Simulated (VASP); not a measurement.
# AlRu (Pm-3m) in VASP: notebook, part 2 of 2

VASP 6.6.1.

## Step 3: Single point, r2SCAN

This run uses another cell than the first one, of 11.30 Å³/atom, 0.852 times its volume.

Input file POSCAR:

```
AlRu
1.0
    2.8273260018      0.0000000000      0.0000000000
    0.0000000000      2.8273260018      0.0000000000
    0.0000000000      0.0000000000      2.8273260018
Al Ru
1 1
Direct
    0.0000000000      0.0000000000      0.0000000000
    0.5000000000      0.5000000000      0.5000000000
```

Input file INCAR.step1:

```
PREC = Accurate ; ENCUT = 520
ISMEAR = 0 ; SIGMA = 0.1
LREAL = False ; LASPH = True
NELM = 60 ; NBANDS = 16
GGA = PE ; ALGO = Normal
EDIFF = 1E-4 ; LWAVE = True
LCHARG = False
```

Input file INCAR.step2:

```
PREC = Accurate ; ENCUT = 520
EDIFF = 1E-7 ; ISMEAR = 0
SIGMA = 0.1 ; LREAL = False
LASPH = True ; NELM = 60
ALGO = Normal ; ISIF = 2
LWAVE = False ; LCHARG = False
METAGGA = R2SCAN ; LMIXTAU = True
NBANDS = 16 ; ISTART = 1
```

Input file KPOINTS:

```
Automatic mesh
0
Gamma
  14 14 14
```

Potentials or basis: VASP PAW PBE potentials, release 64 (Al, Ru_pv).

Launch:

```sh
> cat potpaw_PBE.64/Al/POTCAR potpaw_PBE.64/Ru_pv/POTCAR > POTCAR
> cp INCAR.step1 INCAR
> mpirun -np 1 vasp_std > vasp.out
> cp INCAR.step2 INCAR
> mpirun -np 1 vasp_std > vasp.out
```

OUTCAR:

```text
PREC = Accurate
   ENCUT = 520
   EDIFF = 1E-7
   ISMEAR = 0
   LREAL = False
   LASPH = True
   NELM = 60
   ISIF = 2
   METAGGA = R2SCAN
   ISTART = 1

 ion  position               nearest neighbor table
   1  0.000  0.000  0.000-   2 2.45   2 2.45   2 2.45   2 2.45   2 2.45   2 2.45   2 2.45   2 2.45

   2  0.500  0.500  0.500-   1 2.45   1 2.45   1 2.45   1 2.45   1 2.45   1 2.45   1 2.45   1 2.45

  LATTYP: Found a simple cubic cell.
 ALAT       =     2.8273260018

  Lattice vectors:

 A1 = (   2.8273260018,   0.0000000000,   0.0000000000)
 A2 = (   0.0000000000,   2.8273260018,   0.0000000000)
 A3 = (   0.0000000000,   0.0000000000,   2.8273260018)

Analysis of symmetry for initial positions (statically):
=====================================================================
 Subroutine PRICEL returns:
 Original cell was already a primitive cell.

 Routine SETGRP: Setting up the symmetry group for a
 simple cubic supercell.

 Subroutine GETGRP returns: Found 48 space group operations
 (whereof 48 operations were pure point group operations)
 out of a pool of 48 trial point group operations.

The static configuration has the point symmetry O_h .

Analysis of symmetry for dynamics (positions and initial velocities):
=====================================================================
 Subroutine PRICEL returns:
 Original cell was already a primitive cell.

 Routine SETGRP: Setting up the symmetry group for a
 simple cubic supercell.

 Subroutine GETGRP returns: Found 48 space group operations
 (whereof 48 operations were pure point group operations)
 out of a pool of 48 trial point group operations.

The dynamic configuration has the point symmetry O_h .

 Subroutine INISYM returns: Found 48 space group operations
 (whereof 48 operations are pure point group operations),
 and found     1 'primitive' translations

[... 105 lines left out ...]
   NELECT =      17.0000    total number of electrons
   NUPDOWN=      -1.0000    fix difference up-down
   EMIN   =  10.00;   EMAX   =-10.00  energy-range for DOS
   EFERMI =   0.00;   METHOD = LEGACY
   ISMEAR =     0;   SIGMA  =   0.10  broadening in eV -4-tet -1-fermi 0-gaus
   EFERMI_NEDOS =   21; number of points for ismear=-14 and -15
   IALGO  =     38    algorithm
   IMIX   =      4    mixing-type and parameters
     AMIX     =   0.40;   BMIX     =  1.00
     AMIX_MAG =   1.60;   BMIX_MAG =  1.00
  volume/ion in A,a.u.               =      11.30        76.26
  Fermi-wavevector in a.u.,A,eV,Ry     =   1.488842  2.813503 30.159357  2.216650
  Thomas-Fermi vector in A             =   2.601826
   LORBIT       =      0    0 simple, 1 ext, 2 COOP (PROOUT), +10 PAW based schemes
   METAGGA = R2SCAN    functional components
   LHFCALC =     F    Hartree Fock is set to
   AEXX    =    0.0000 exact exchange contribution
   IVDW    =     0    specifies the selected vdW correction
   LEPSILON=     F    determine dielectric tensor
   LRPA    =     F    only Hartree local field effects (RPA)
 non-spin polarized calculation
 Gauss-broadening in eV      SIGMA  =   0.10
  energy-cutoff  :      520.00
  volume of cell :       22.60
 maximum number of plane-waves:       624
 NGX is ok and might be reduce to    24
   NGX = 11   NGY = 11   NGZ = 11

 number of electron      16.9999997 magnetization

 Free energy of the ion-electron system (eV)
  ---------------------------------------------------
  ext. energy  EPLUGINS =         0.00000000
  ---------------------------------------------------
  free energy    TOTEN  =       -33.06519392 eV

  energy without entropy =      -33.05740013  energy(sigma->0) =      -33.06129702

 E-fermi :  13.1673     XC(G=0): -14.5913

 val. band max:       13.1632474342   @ k =   0.3571   0.3571   0.2857
 cond. band min:      13.2037956753   @ k =   0.0714   0.0714   0.0000
 fundamental gap:      0.0405482411
 Fermi energy:        13.1673213400

 k-point     1 :       0.0000    0.0000    0.0000
  band No.  band energies     occupation
      1     -29.9656      2.00000
      2     -29.9656      2.00000
      3     -29.9656      2.00000
      4       1.9502      2.00000
      5       8.3863      2.00000
      6       8.3863      2.00000
[... 433 lines left out ...]
      3     -29.9200      2.00000
      4       5.3197      2.00000
      5       8.2700      2.00000
      6       9.8738      2.00000
[... 8 lines left out ...]
     15      28.5140      0.00000
     16      29.9216      0.00000

 [... further k-points ...]
[... 5 lines left out ...]
  --------------------------------------------------------------------------------------
  -------------------------------------------------------------------------------------
  Total        7.1456254      7.1456254      7.1456254      0.0000000     -0.0000000      0.0000000
  in kB      506.5509845    506.5509845    506.5509845      0.0000000     -0.0000000      0.0000000
  external PRESSURE =     506.5509845 kB  Pullay stress =       0.0000000 kB

 VOLUME and BASIS-vectors are now :
 -----------------------------------------------------------------------------
  energy-cutoff  :      520.00
  volume of cell :       22.60
      direct lattice vectors                 reciprocal lattice vectors
     2.827326002  0.000000000  0.000000000     0.353691085  0.000000000  0.000000000
     0.000000000  2.827326002  0.000000000     0.000000000  0.353691085  0.000000000
     0.000000000  0.000000000  2.827326002     0.000000000  0.000000000  0.353691085

 POSITION                                       TOTAL-FORCE (eV/Angst)
 -----------------------------------------------------------------------------------
      0.00000      0.00000      0.00000         0.000000      0.000000      0.000000
      1.41366      1.41366      1.41366         0.000000      0.000000      0.000000
 -----------------------------------------------------------------------------------
    total drift:                                0.000000     -0.000000     -0.000000

  FREE ENERGIE OF THE ION-ELECTRON SYSTEM (eV)
  ---------------------------------------------------
  free  energy   TOTEN  =       -33.0651939157 eV

  energy  without entropy=      -33.0574001326  energy(sigma->0) =      -33.06129702
```

OUTCAR.step1:

```text
PREC = Accurate
   ENCUT = 520
   ISMEAR = 0
   LREAL = False
   LASPH = True
[... 679 lines left out ...]
      0.00000      0.00000      0.00000         0.000000      0.000000      0.000000
      1.41366      1.41366      1.41366         0.000000      0.000000      0.000000
 -----------------------------------------------------------------------------------
    total drift:                                0.000000     -0.000000     -0.000000

  FREE ENERGIE OF THE ION-ELECTRON SYSTEM (eV)
  ---------------------------------------------------
  free  energy   TOTEN  =       -13.5970039837 eV

  energy  without entropy=      -13.5895103268  energy(sigma->0) =      -13.59325716
```

Run time: 60 s. Hardware: 1 thread of Intel Xeon Platinum 8488C (Sapphire Rapids), shared host; peak memory 0.17 GiB.

Results:

* Free energy: -33.0652 eV
* Pressure: 50.7 GPa

Levels at points of the mesh, in eV from the Fermi level:
```csv
k point,band 5,band 6,band 7,band 8,band 9,band 10,band 11,band 12,band 13,band 14
"(0.00, 0.00, 0.00)",-4.78,-4.78,0.22,0.22,0.22,7.44,7.44,7.44,10.57,12.54
"(0.50, 0.00, 0.00)",-5.96,-3.67,-2.12,-2.12,0.58,3.24,7.52,10.57,12.54,12.54
"(0.50, 0.50, 0.00)",-3.95,-1.64,-1.64,-1.54,-1.54,2.20,6.95,8.72,10.58,12.87
"(0.50, 0.50, 0.50)",-6.02,-6.02,2.34,2.34,4.31,4.83,4.83,4.83,10.57,10.76
```

Caveat: the PAW data sets were made with another functional, which shifts forces and pressure a little.

## Step 4: Single point, r2SCAN

This run uses another cell than the first one, of 12.09 Å³/atom, 0.912 times its volume.

Input file POSCAR:

```
AlRu
1.0
    2.8918090342      0.0000000000      0.0000000000
    0.0000000000      2.8918090342      0.0000000000
    0.0000000000      0.0000000000      2.8918090342
Al Ru
1 1
Direct
    0.0000000000      0.0000000000      0.0000000000
    0.5000000000      0.5000000000      0.5000000000
```

Input file INCAR.step1:

```
SYSTEM = AlRu
  PREC = Accurate
  ENCUT = 520
  ISMEAR = 0
  SIGMA = 0.1
  LREAL = .FALSE.
  LASPH = .TRUE.
  NELM = 100
  NBANDS = 16
  GGA = PE
  ALGO = Normal
  EDIFF = 1E-4
  LWAVE = .TRUE.
  LCHARG = .FALSE.
```

Input file INCAR.step2:

```
SYSTEM = AlRu
  PREC = Accurate
  ENCUT = 520
  EDIFF = 1E-6
  ISMEAR = 0
  SIGMA = 0.1
  LREAL = .FALSE.
  LASPH = .TRUE.
  NELM = 100
  ALGO = Normal
  ISIF = 2
  LWAVE = .FALSE.
  LCHARG = .FALSE.
  METAGGA = R2SCAN
  LMIXTAU = .TRUE.
  NBANDS = 16
  ISTART = 1
```

Input file KPOINTS:

```
regular mesh
0
G
  14 14 14
  0 0 0
```

Launch:

```sh
> cat potpaw_PBE.64/Al/POTCAR potpaw_PBE.64/Ru_pv/POTCAR > POTCAR
> cp INCAR.step1 INCAR
> mpirun -np 1 vasp_std > vasp.out
> cp INCAR.step2 INCAR
> mpirun -np 1 vasp_std > vasp.out
```

Wall time 58 s (1 thread of Intel Xeon Platinum 8488C (Sapphire Rapids), shared host); peak memory 0.18 GiB.

The run converged. Its results:

```
Free energy : -33.4348 eV
Pressure    : 25.4 GPa
```

Levels at points of the mesh, in eV from the Fermi level:
```csv
k point,band 5,band 6,band 7,band 8,band 9,band 10,band 11,band 12,band 13,band 14
"(0.00, 0.00, 0.00)",-4.31,-4.31,0.20,0.20,0.20,7.06,7.06,7.06,10.49,12.11
"(0.50, 0.00, 0.00)",-5.86,-3.29,-1.94,-1.94,0.52,2.93,7.64,10.49,12.17,12.17
"(0.50, 0.50, 0.00)",-3.61,-1.53,-1.53,-1.47,-1.47,2.00,6.40,7.90,10.49,12.28
"(0.50, 0.50, 0.50)",-5.55,-5.55,2.12,2.12,3.86,4.61,4.61,4.61,10.01,10.01
```

Caveat: the PAW data sets were made with another functional, which shifts forces and pressure a little.

## Step 5: Single point, r2SCAN

This run uses another cell than the first one, of 12.64 Å³/atom, 0.953 times its volume.

Input file POSCAR:

```
AlRu
1.0
    2.9345570575      0.0000000000      0.0000000000
    0.0000000000      2.9345570575      0.0000000000
    0.0000000000      0.0000000000      2.9345570575
Al Ru
1 1
Direct
    0.0000000000      0.0000000000      0.0000000000
    0.5000000000      0.5000000000      0.5000000000
```

Input file INCAR.step1:

```
SYSTEM = AlRu
ALGO = Normal
EDIFF = 1E-4
ENCUT = 520
GGA = PE
ISMEAR = 0
LASPH = .True.
LCHARG = .False.
LREAL = .False.
LWAVE = .True.
NBANDS = 16
NELM = 80
PREC = Accurate
SIGMA = 0.1
```

Input file INCAR.step2:

```
SYSTEM = AlRu
ALGO = Normal
EDIFF = 1E-6
ENCUT = 520
ISIF = 2
ISMEAR = 0
ISTART = 1
LASPH = .True.
LCHARG = .True.
LELF = .True.
LMIXTAU = .True.
LREAL = .False.
LVHAR = .True.
LWAVE = .False.
METAGGA = R2SCAN
NBANDS = 16
NELM = 80
PREC = Accurate
SIGMA = 0.1
```

Input file KPOINTS:

```
k-points
0
Gamma
  14 14 14
  0 0 0
```

Potentials or basis: VASP PAW PBE potentials, release 64 (Al, Ru_pv).

Launch:

```sh
> cat potpaw_PBE.64/Al/POTCAR potpaw_PBE.64/Ru_pv/POTCAR > POTCAR
> cp INCAR.step1 INCAR
> mpirun -np 1 vasp_std > vasp.out
> cp INCAR.step2 INCAR
> mpirun -np 1 vasp_std > vasp.out
```

OUTCAR:

```text
SYSTEM = AlRu
   EDIFF = 1E-6
   ENCUT = 520
   ISIF = 2
   ISMEAR = 0
   ISTART = 1
   LASPH = .True.
   LREAL = .False.
   METAGGA = R2SCAN
   NELM = 80
   PREC = Accurate

 ion  position               nearest neighbor table
   1  0.000  0.000  0.000-   2 2.54   2 2.54   2 2.54   2 2.54   2 2.54   2 2.54   2 2.54   2 2.54

   2  0.500  0.500  0.500-   1 2.54   1 2.54   1 2.54   1 2.54   1 2.54   1 2.54   1 2.54   1 2.54

  LATTYP: Found a simple cubic cell.
 ALAT       =     2.9345570575

  Lattice vectors:

 A1 = (   2.9345570575,   0.0000000000,   0.0000000000)
 A2 = (   0.0000000000,   2.9345570575,   0.0000000000)
 A3 = (   0.0000000000,   0.0000000000,   2.9345570575)

Analysis of symmetry for initial positions (statically):
=====================================================================
 Subroutine PRICEL returns:
 Original cell was already a primitive cell.

 Routine SETGRP: Setting up the symmetry group for a
 simple cubic supercell.

 Subroutine GETGRP returns: Found 48 space group operations
 (whereof 48 operations were pure point group operations)
 out of a pool of 48 trial point group operations.

The static configuration has the point symmetry O_h .

[... 155 lines left out ...]
  ext. energy  EPLUGINS =         0.00000000
  ---------------------------------------------------
  free energy    TOTEN  =       -33.56145906 eV

  energy without entropy =      -33.55236208  energy(sigma->0) =      -33.55691057

 E-fermi :  11.4075     XC(G=0): -13.9421

 val. band max:       11.3995854202   @ k =   0.3571   0.1429   0.0000
 cond. band min:      11.4170177709   @ k =   0.5000   0.3571   0.3571
 fundamental gap:      0.0174323507
 Fermi energy:        11.4074596733

 k-point     1 :       0.0000    0.0000    0.0000
  band No.  band energies     occupation
      1     -31.6822      2.00000
      2     -31.6822      2.00000
      3     -31.6822      2.00000
      4       0.8832      2.00000
      5       7.3815      2.00000
      6       7.3815      2.00000
[... 433 lines left out ...]
      3     -31.6521      2.00000
      4       4.0218      2.00000
      5       7.0491      2.00000
      6       8.5765      2.00000
[... 8 lines left out ...]
     15      25.4311      0.00000
     16      27.1403      0.00000

 [... further k-points ...]
[... 5 lines left out ...]
  --------------------------------------------------------------------------------------
  -------------------------------------------------------------------------------------
  Total        1.9221634      1.9221634      1.9221634     -0.0000000     -0.0000000      0.0000000
  in kB      121.8633781    121.8633781    121.8633781     -0.0000000     -0.0000000      0.0000000
  external PRESSURE =     121.8633781 kB  Pullay stress =       0.0000000 kB

 VOLUME and BASIS-vectors are now :
 -----------------------------------------------------------------------------
  energy-cutoff  :      520.00
  volume of cell :       25.27
      direct lattice vectors                 reciprocal lattice vectors
     2.934557058  0.000000000  0.000000000     0.340766930  0.000000000  0.000000000
     0.000000000  2.934557058  0.000000000     0.000000000  0.340766930  0.000000000
     0.000000000  0.000000000  2.934557058     0.000000000  0.000000000  0.340766930

 POSITION                                       TOTAL-FORCE (eV/Angst)
 -----------------------------------------------------------------------------------
      0.00000      0.00000      0.00000         0.000000      0.000000      0.000000
      1.46728      1.46728      1.46728         0.000000      0.000000      0.000000
 -----------------------------------------------------------------------------------
    total drift:                                0.000000     -0.000000     -0.000000

  FREE ENERGIE OF THE ION-ELECTRON SYSTEM (eV)
  ---------------------------------------------------
  free  energy   TOTEN  =       -33.5614590590 eV

  energy  without entropy=      -33.5523620842  energy(sigma->0) =      -33.55691057
```

Wall time 57 s (1 thread of Intel Xeon Platinum 8488C (Sapphire Rapids), shared host); peak memory 0.18 GiB.

Results:

* Free energy: -33.5615 eV
* Pressure: 12.2 GPa

Caveat: the PAW data sets were made with another functional, which shifts forces and pressure a little.

## Step 6: Summary

| cell | k mesh | gap on the mesh (eV) | pressure (GPa) |
| --- | --- | --- | --- |
| a = 2.982 Å, 2 atoms | 6 × 6 × 6 | none | 0.0 |
| a = 2.827 Å, 2 atoms | 14 × 14 × 14 | none | 50.7 |
| a = 2.892 Å, 2 atoms | 14 × 14 × 14 | none | 25.4 |
| a = 2.935 Å, 2 atoms | 14 × 14 × 14 | none | 12.2 |

Alike in all rows: task single point; level r2SCAN; potentials or basis VASP PAW PBE potentials, release 64 (Al, Ru_pv); no spin polarisation; cutoff (eV) 520; smearing gaussian 0.1 eV.

Caveats: the PAW data sets were made with another functional, which shifts forces and pressure a little.

Total energies depend on the potentials used, so only differences within one code and one set of settings carry meaning.
